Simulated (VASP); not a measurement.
The system is PbSe.

```
Pb Se
1.0
     5.17414    0.00000    0.00000
    -2.58707    4.48094    0.00000
     0.00000    0.00000    6.21478
Pb Se
2 2
Cartesian
  0.0000 2.9873 -0.4033
  2.5871 1.4936 2.7041
  0.0000 2.9873 2.7339
  2.5871 1.4936 5.8412
```

Base run:

* Program: VASP 6.6.1
* Functional: r2SCAN
* Potentials or basis: VASP PAW PBE potentials, release 64 (Pb_d, Se)
* Cutoff: 520 eV
* k mesh: 6 × 6 × 4
* Occupations: gaussian, width 0.01 eV
* Spin: no spin polarisation

Its results: band gap on the k mesh 1.48 eV, direct; pressure 0.0 GPa.

Q: The run is repeated on the same cell with these changes: functional from r2SCAN to PBE; further incar settings from ALGO = Normal; EDIFF = 1e-07; NBANDS = 28 to ALGO = Normal; EDIFF = 1e-06; NBANDS = 28. What comes out?

A: Band gap on the k mesh 1.17 eV, direct; pressure 0.8 GPa.

Caveats: spin-orbit coupling is left out, which moves the levels of the heavy elements; the PAW data sets were made with another functional, which shifts forces and pressure a little (some runs).

A k mesh can miss the band edges.
